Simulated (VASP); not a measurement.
# MgO (P6_3/mmc) in VASP: a series of runs, part 3 of 3

VASP 6.6.1. The steps go on from the part before.

### Step 4. Single point, PBE (strain -0.030 along x and y, -0.015 along z)

INCAR

```
SYSTEM = MgO
PREC = Accurate
ENCUT = 520
EDIFF = 1E-6
ISMEAR = 0
SIGMA = 0.05
LREAL = .False.
LASPH = .True.
NELM = 60
ALGO = Normal
ISIF = 2
LWAVE = .False.
LCHARG = .True.
GGA = PE
LELF = .True.
LVHAR = .True.
NBANDS = 16
```

KPOINTS

```
regular mesh
0
Gamma
  6 6 6
  0 0 0
```

POSCAR

```
MgO
1.0
    3.3817865268      0.0000000000      0.0000000000
   -1.6908932634      2.9287130424      0.0000000000
    0.0000000000      0.0000000000      4.1153706017
Mg O
2 2
Direct
    0.6666666667      0.3333333333      0.7500000000
    0.3333333333      0.6666666667      0.2500000000
    0.6666666667      0.3333333333      0.2500000000
    0.3333333333      0.6666666667      0.7500000000
```

Potentials or basis: VASP PAW PBE potentials, release 64 (Mg, O).

Run with:

```bash
> cat potpaw_PBE.64/Mg/POTCAR potpaw_PBE.64/O/POTCAR > POTCAR
> mpirun -np 1 vasp_std > vasp.out
```

OUTCAR:

```text
SYSTEM = MgO
   PREC = Accurate
   ENCUT = 520
   EDIFF = 1E-6
   ISMEAR = 0
   LREAL = .False.
   LASPH = .True.
   NELM = 60
   ISIF = 2
   GGA = PE

 ion  position               nearest neighbor table
   1  0.667  0.333  0.750-   4 1.95   4 1.95   4 1.95   3 2.06   3 2.06   2 2.84   2 2.84   2 2.84
                             2 2.84   2 2.84   2 2.84
   2  0.333  0.667  0.250-   3 1.95   3 1.95   3 1.95   4 2.06   4 2.06   1 2.84   1 2.84   1 2.84
                             1 2.84   1 2.84   1 2.84
   3  0.667  0.333  0.250-   2 1.95   2 1.95   2 1.95   1 2.06   1 2.06
   4  0.333  0.667  0.750-   1 1.95   1 1.95   1 1.95   2 2.06   2 2.06

  LATTYP: Found a hexagonal cell.
 ALAT       =     3.3817865268
 C/A-ratio  =     1.2169220526

  Lattice vectors:

 A1 = (   3.3817865268,   0.0000000000,   0.0000000000)
 A2 = (  -1.6908932634,   2.9287130424,   0.0000000000)
 A3 = (   0.0000000000,   0.0000000000,   4.1153706017)

Analysis of symmetry for initial positions (statically):
=====================================================================
 Subroutine PRICEL returns:
 Original cell was already a primitive cell.

 Routine SETGRP: Setting up the symmetry group for a
 hexagonal supercell.

 Subroutine GETGRP returns: Found 24 space group operations
 (whereof 12 operations were pure point group operations)
 out of a pool of 24 trial point group operations.

The static configuration has the point symmetry D_3d.
 The point group associated with its full space group is D_6h.

Analysis of symmetry for dynamics (positions and initial velocities):
=====================================================================
 Subroutine PRICEL returns:
 Original cell was already a primitive cell.

 Routine SETGRP: Setting up the symmetry group for a
 hexagonal supercell.

 Subroutine GETGRP returns: Found 24 space group operations
 (whereof 12 operations were pure point group operations)
 out of a pool of 24 trial point group operations.

The dynamic configuration has the point symmetry D_3d.
 The point group associated with its full space group is D_6h.
[... 126 lines left out ...]
  Thomas-Fermi vector in A             =   2.334565
   LORBIT       =      0    0 simple, 1 ext, 2 COOP (PROOUT), +10 PAW based schemes
   GGA     = PE    functional components
   LHFCALC =     F    Hartree Fock is set to
   AEXX    =    0.0000 exact exchange contribution
   IVDW    =     0    specifies the selected vdW correction
   LEPSILON=     F    determine dielectric tensor
   LRPA    =     F    only Hartree local field effects (RPA)
 non-spin polarized calculation
 Gauss-broadening in eV      SIGMA  =   0.05
  energy-cutoff  :      520.00
  volume of cell :       40.76
 maximum number of plane-waves:      1120
 NGX is ok and might be reduce to    28
   NGX = 13   NGY = 13   NGZ = 15

 number of electron      16.0000011 magnetization

 Free energy of the ion-electron system (eV)
  ---------------------------------------------------
  ext. energy  EPLUGINS =         0.00000000
  ---------------------------------------------------
  free energy    TOTEN  =       -23.45272908 eV

  energy without entropy =      -23.45272908  energy(sigma->0) =      -23.45272908

 E-fermi :   2.7906     XC(G=0): -10.4210

 val. band max:        2.5562493486   @ k =   0.0000   0.0000   0.0000
 cond. band min:       6.3793175804   @ k =   0.0000   0.0000   0.0000
 fundamental gap:      3.8230682318
 Fermi energy:         2.7905690109

 k-point     1 :       0.0000    0.0000    0.0000
  band No.  band energies     occupation
      1     -14.7542      2.00000
      2     -13.1760      2.00000
      3      -1.4229      2.00000
      4       0.6726      2.00000
      5       0.6726      2.00000
      6       1.6114      2.00000
[... 433 lines left out ...]
      3      -1.3110      2.00000
      4      -1.3110      2.00000
      5       0.9302      2.00000
      6       0.9302      2.00000
[... 8 lines left out ...]
     15      18.0724      0.00000
     16      18.0724      0.00000

 [... further k-points ...]

------------------------ aborting loop because EDIFF is reached ----------------------------------------

  FORCE on cell =-STRESS in cart. coord.  units (eV):
  Direction    XX          YY          ZZ          XY          YZ          ZX
  --------------------------------------------------------------------------------------
  -------------------------------------------------------------------------------------
  Total        4.4137248      4.4137248      3.8494583      0.0000000      0.0000000      0.0000000
  in kB      173.4937644    173.4937644    151.3136945      0.0000000      0.0000000      0.0000000
  external PRESSURE =     166.1004078 kB  Pullay stress =       0.0000000 kB

 VOLUME and BASIS-vectors are now :
 -----------------------------------------------------------------------------
  energy-cutoff  :      520.00
  volume of cell :       40.76
      direct lattice vectors                 reciprocal lattice vectors
     3.381786527  0.000000000  0.000000000     0.295701693  0.170723452  0.000000000
    -1.690893263  2.928713042  0.000000000     0.000000000  0.341446904  0.000000000
     0.000000000  0.000000000  4.115370602     0.000000000  0.000000000  0.242991482

 POSITION                                       TOTAL-FORCE (eV/Angst)
 -----------------------------------------------------------------------------------
      1.69089      0.97624      3.08653        -0.000000      0.000000      0.000000
     -0.00000      1.95248      1.02884         0.000000     -0.000000      0.000000
      1.69089      0.97624      1.02884        -0.000000      0.000000      0.000000
     -0.00000      1.95248      3.08653        -0.000000      0.000000      0.000000
 -----------------------------------------------------------------------------------
    total drift:                               -0.000000      0.000000     -0.000000

  FREE ENERGIE OF THE ION-ELECTRON SYSTEM (eV)
  ---------------------------------------------------
  free  energy   TOTEN  =       -23.4527290796 eV

  energy  without entropy=      -23.4527290796  energy(sigma->0) =      -23.45272908
```

OSZICAR:

```text
N       E                     dE             d eps       ncg     rms          rms(c)
DAV:   1     0.613542629276E+02    0.61354E+02   -0.77518E+03   904   0.900E+02
DAV:   2    -0.240644383972E+02   -0.85419E+02   -0.77753E+02  1208   0.203E+02
DAV:   3    -0.275556895446E+02   -0.34913E+01   -0.34816E+01  1048   0.419E+01
DAV:   4    -0.275688521008E+02   -0.13163E-01   -0.13162E-01  1064   0.299E+00
DAV:   5    -0.275689144154E+02   -0.62315E-04   -0.62315E-04  1032   0.196E-01    0.114E+01
DAV:   6    -0.235073565886E+02    0.40616E+01   -0.10062E+01   920   0.251E+01    0.335E+00
DAV:   7    -0.234686380108E+02    0.38719E-01   -0.14720E-01   920   0.301E+00    0.211E+00
DAV:   8    -0.234543731955E+02    0.14265E-01   -0.79055E-02   952   0.307E+00    0.480E-01
DAV:   9    -0.234520006389E+02    0.23726E-02   -0.48678E-03  1096   0.636E-01    0.116E-01
DAV:  10    -0.234527161780E+02   -0.71554E-03   -0.87627E-04   896   0.196E-01    0.342E-02
DAV:  11    -0.234527295772E+02   -0.13399E-04   -0.17084E-05   976   0.345E-02    0.157E-02
DAV:  12    -0.234527290796E+02    0.49760E-06   -0.71924E-06   904   0.214E-02
   1 F= -.23452729E+02 E0= -.23452729E+02  d E =-.378306E-13
```

Wall time 19 s (1 thread of AMD EPYC 7R13 (Zen 3), shared host); peak memory 0.14 GiB.

Results:

```yaml
Free_energy: -23.4527 eV
Pressure: 16.6 GPa
Band_gap_on_the_k_mesh: 3.82 eV, direct
```

Stress tensor (GPa, compression positive):
```
17.35  0.00  0.00
 0.00 17.35  0.00
 0.00  0.00 15.13
```

Caveat: the cell differs from its parent crystal (strain -0.030 along x and y, -0.015 along z).

### Step 5. Single point, PBE (strain -0.030 along x and y, +0.015 along z)

INCAR

```
SYSTEM = MgO
PREC     = Accurate       ! precision mode
ENCUT    = 520            ! plane-wave cutoff, eV
EDIFF    = 1E-6           ! SCF threshold, eV
ISMEAR   = 0              ! smearing method
SIGMA    = 0.05           ! smearing width, eV
LREAL    = .False.        ! projectors in reciprocal space
LASPH    = .True.         ! aspherical terms in the spheres
NELM     = 60             ! most SCF steps
ALGO     = Normal         ! electronic algorithm
ISIF     = 2              ! what is computed and relaxed
LWAVE    = .False.        ! write WAVECAR
LCHARG   = .False.        ! write CHGCAR
GGA      = PE             ! functional
NBANDS   = 16             ! bands
```

KPOINTS is that of step 4.

Changes to POSCAR since step 4:

```diff
@@ -4,3 +4,3 @@
    -1.6908932634      2.9287130424      0.0000000000
-    0.0000000000      0.0000000000      4.1153706017
+    0.0000000000      0.0000000000      4.2407118383
 Mg O
```

Run with:

```bash
> cat potpaw_PBE.64/Mg/POTCAR potpaw_PBE.64/O/POTCAR > POTCAR
> mpirun -np 1 vasp_std > vasp.out
```

Run time: 17 s. Hardware: 1 thread of AMD EPYC 7R13 (Zen 3), shared host; peak memory 0.14 GiB.

The run converged. Its results:

```yaml
Free_energy: -23.5329 eV
Pressure: 11.5 GPa
Band_gap_on_the_k_mesh: 3.64 eV, direct
```

Stress tensor (GPa, compression positive):
```
14.41  0.00  0.00
 0.00 14.41  0.00
 0.00  0.00  5.68
```

Levels at points of the mesh, in eV from the valence-band top:
| k point | band 5 | band 6 | band 7 | band 8 | band 9 | band 10 | band 11 | band 12 |
| --- | --- | --- | --- | --- | --- | --- | --- | --- |
| (0.00, 0.00, 0.00) | -1.81 | -0.97 | -0.97 | 0.00 | 3.64 | 9.69 | 12.18 | 13.14 |
| (0.50, 0.00, 0.00) | -2.41 | -2.24 | -1.40 | -0.71 | 7.20 | 9.42 | 9.64 | 12.60 |
| (0.00, 0.00, 0.50) | -1.41 | -1.41 | -1.41 | -1.41 | 6.65 | 6.65 | 13.50 | 13.50 |
| (0.50, 0.00, 0.50) | -1.66 | -1.66 | -0.97 | -0.97 | 7.43 | 7.43 | 12.37 | 12.37 |

Caveat: the cell differs from its parent crystal (strain -0.030 along x and y, +0.015 along z).

### Step 6. Single point, PBE (strain -0.015 along x and y, -0.030 along z)

INCAR

```
  PREC = Accurate
  ENCUT = 520
  EDIFF = 1E-6
  ISMEAR = 0
  SIGMA = 0.05
  LREAL = False
  LASPH = True
  NELM = 80
  ALGO = Normal
  ISIF = 2
  LWAVE = False
  LCHARG = False
  GGA = PE
  NBANDS = 16
```

KPOINTS

```
regular mesh
0
Gamma
  6 6 6
```

POSCAR

```
MgO
1.0
    3.4340821948      0.0000000000      0.0000000000
   -1.7170410974      2.9740024193      0.0000000000
    0.0000000000      0.0000000000      4.0526999834
Mg O
2 2
Direct
    0.6666666667      0.3333333333      0.7500000000
    0.3333333333      0.6666666667      0.2500000000
    0.6666666667      0.3333333333      0.2500000000
    0.3333333333      0.6666666667      0.7500000000
```

Potentials or basis: VASP PAW PBE potentials, release 64 (Mg, O).

Run with:

```bash
> cat potpaw_PBE.64/Mg/POTCAR potpaw_PBE.64/O/POTCAR > POTCAR
> mpirun -np 1 vasp_std > vasp.out
```

Run time: 22 s. Hardware: 1 thread of AMD EPYC 7R13 (Zen 3), shared host; peak memory 0.13 GiB.

It converged, with:

| Item | Value |
| --- | --- |
| Free energy | -23.5036 eV |
| Pressure | 14.0 GPa |
| Band gap on the k mesh | 3.76 eV, direct |

Stress tensor (GPa, compression positive):
```
12.07  0.00  0.00
 0.00 12.07  0.00
 0.00  0.00 17.95
```

Levels at points of the mesh, in eV from the valence-band top:
| k point | band 4 | band 5 | band 6 | band 7 | band 8 | band 9 | band 10 | band 11 | band 12 | band 13 |
| --- | --- | --- | --- | --- | --- | --- | --- | --- | --- | --- |
| (0.00, 0.00, 0.00) | -1.87 | -1.87 | -0.85 | -0.85 | 0.00 | 3.76 | 10.07 | 12.88 | 12.88 | 12.92 |
| (0.50, 0.00, 0.00) | -2.51 | -2.50 | -1.99 | -1.38 | -0.51 | 7.15 | 9.78 | 10.18 | 12.90 | 13.25 |
| (0.00, 0.00, 0.50) | -2.53 | -1.38 | -1.38 | -1.38 | -1.38 | 6.83 | 6.83 | 13.23 | 13.23 | 13.23 |
| (0.50, 0.00, 0.50) | -4.10 | -1.63 | -1.63 | -0.87 | -0.87 | 7.57 | 7.57 | 12.73 | 12.73 | 14.58 |

Caveat: the cell differs from its parent crystal (strain -0.015 along x and y, -0.030 along z).

### Step 7. Overview

```csv
cell,gap on the mesh (eV),pressure (GPa)
"a = 3.382, b = 3.382, c = 4.053 Å, angles 90.0, 90.0, 120.0°, 4 atoms",3.91,19.7
"a = 3.382, b = 3.382, c = 4.178 Å, angles 90.0, 90.0, 120.0°, 4 atoms",3.73,13.9
"a = 3.382, b = 3.382, c = 4.115 Å, angles 90.0, 90.0, 120.0°, 4 atoms",3.82,16.6
"a = 3.382, b = 3.382, c = 4.241 Å, angles 90.0, 90.0, 120.0°, 4 atoms",3.64,11.5
"a = 3.434, b = 3.434, c = 4.053 Å, angles 90.0, 90.0, 120.0°, 4 atoms",3.76,14.0
```

Alike in all rows: task single point; level PBE; potentials or basis VASP PAW PBE potentials, release 64 (Mg, O); no spin polarisation; k mesh 6 × 6 × 6; cutoff (eV) 520; smearing gaussian 0.05 eV.

Absolute energies hang on the potentials; compare differences alone.
